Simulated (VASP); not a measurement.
**TePb: relaxation of cell and atoms with PBEsol**

Crystal: TePb.

```
CELL_PARAMETERS angstrom
2.32372 1.34160 3.79545
-2.32372 1.34160 3.79545
0.00000 -2.68321 3.79545
ATOMIC_POSITIONS crystal
Pb 0.00826 0.00826 0.00826
Te 0.51274 0.51274 0.51274
```

- Program: VASP 6.6.1
- Task: relaxation of cell and atoms
- Functional: PBEsol
- Potentials or basis: VASP PAW PBE potentials, release 64 (Pb_d, Te)
- Cutoff: 600 eV
- k mesh: 6 × 6 × 6
- Occupations: fermi-dirac, width 0.02 eV
- Spin: no spin polarisation
- Dipole correction: no
- Further INCAR settings: ALGO = Normal; EDIFF = 1e-06; IBRION = 2; EDIFFG = -0.005; NSW = 80; ISIF = 3

```
Relaxed volume                        : 33.46 Å³/atom
Relaxed cell                          : a = 4.557 Å, b = 4.557 Å, c = 4.557 Å, α = 60.01°, β = 60.01°, γ = 60.01°
Space group after relaxing (to 0.1 Å) : Fm-3m (No. 225)
Energy gained by relaxing             : 15.7 meV/atom
Ionic steps                           : 16
Pressure after relaxing               : 0.0 GPa
Band gap on the k mesh                : 0.65 eV
```

The path:
```
step  energy change (eV)  largest force (eV/Å)  pressure (GPa)  volume (Å³)
   1              0.0000                0.0082           -2.33        70.99
   2             -0.0283                0.0264            0.80        65.82
   3             -0.0310                0.0180            0.00        66.95
   4             -0.0310                0.0187            0.02        66.87
   5             -0.0310                0.0160            0.04        66.86
   6             -0.0311                0.0154            0.05        66.86
   7             -0.0312                0.0110            0.06        66.84
   8             -0.0313                0.0039            0.08        66.80
   9             -0.0314                0.0018            0.04        66.92
  10             -0.0313                0.0010           -0.13        67.09
  11             -0.0314                0.0033           -0.05        66.98
  12             -0.0314                0.0032           -0.05        66.96
  13             -0.0314                0.0034           -0.03        66.94
  14             -0.0314                0.0034           -0.02        66.93
  15             -0.0314                0.0026           -0.01        66.92
  16             -0.0314                0.0017           -0.01        66.92
```

Final structure:
```
CELL_PARAMETERS angstrom
2.27869 1.31560 3.72027
-2.27869 1.31560 3.72027
0.00000 -2.63121 3.72027
ATOMIC_POSITIONS crystal
Pb 0.01024 0.01024 0.01024
Te 0.51076 0.51076 0.51076
```

Levels at points of the mesh, in eV from the valence-band top:
| k point | band 8 | band 9 | band 10 | band 11 | band 12 | band 13 |
| --- | --- | --- | --- | --- | --- | --- |
| (0.00, 0.00, 0.00) | -1.37 | -1.37 | -1.36 | 4.06 | 4.06 | 4.06 |
| (0.50, 0.00, 0.00) | -0.90 | -0.90 | 0.00 | 0.65 | 1.22 | 1.22 |
| (0.50, 0.50, 0.00) | -4.59 | -2.85 | -2.85 | 3.18 | 5.49 | 5.49 |
| (0.50, 0.50, 0.50) | -0.90 | -0.90 | 0.00 | 0.65 | 1.22 | 1.22 |

It took 4.4 min on 1 thread of Intel(R) Xeon(R) Platinum 8259CL CPU @ 2.50GHz (Skylake/Cascade Lake), with other jobs on the host, peak memory 0.26 GiB.

Caveat: the PAW data sets were made with another functional, which shifts forces and pressure a little; spin-orbit coupling is left out, which moves the levels of the heavy elements. A k mesh can miss the band edges.
